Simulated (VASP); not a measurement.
# NaS3: single point with PBE

Crystal: NaS3.

```xyz
4
Lattice="5.2161 0.0000 0.0000 -2.6080 4.5172 0.0000 0.0000 0.0000 4.8280" Properties=species:S:1:pos:R:3 pbc="T T T"
Na    0.0000    0.0000    2.4140
S     2.6080    0.0000    2.4140
S    -1.3040    2.2586    2.4140
S     1.3040    2.2586    2.4140
```

The cell was generated, and may not be a known phase.

```json
{
  "Program": "VASP 6.6.1",
  "Task": "single point",
  "Functional": "PBE",
  "Potentials or basis": "VASP PAW PBE potentials, release 64 (Na_pv, S)",
  "Cutoff": "520 eV",
  "k mesh": "6 × 6 × 4",
  "Occupations": "gaussian, width 0.1 eV",
  "Spin": "no spin polarisation"
}
```

```json
{"Pressure": "0.0 GPa", "Band gap on the k mesh": "zero (an odd number of electrons rules out a gap without spin polarisation)"}
```

Stress tensor (GPa, compression positive):
```
-0.07  0.00  0.00
 0.00 -0.07  0.00
 0.00  0.00  0.03
```

Levels at points of the mesh, in eV from the Fermi level:
```
           k point  band 9  band 10  band 11  band 12  band 13  band 14  band 15  band 16
(0.00, 0.00, 0.00)   -4.30    -2.98     0.06     0.06     2.20     3.18     3.74     3.74
(0.50, 0.00, 0.00)   -1.71    -1.70    -1.64    -1.41    -1.34    -0.07     3.36     5.36
(0.00, 0.00, 0.50)   -4.27    -3.44    -0.16    -0.16     2.21     3.75     3.75     4.40
(0.50, 0.00, 0.50)   -1.72    -1.67    -1.67    -1.62    -1.40    -0.32     3.36     5.19
```

Wall time 29 s on 1 thread of Intel(R) Xeon(R) Platinum 8488C (Sapphire Rapids), on a shared host, peak memory 0.23 GiB.

Caveat: an odd number of electrons without spin polarisation forces a metal; a magnetic or distorted state may lie lower.
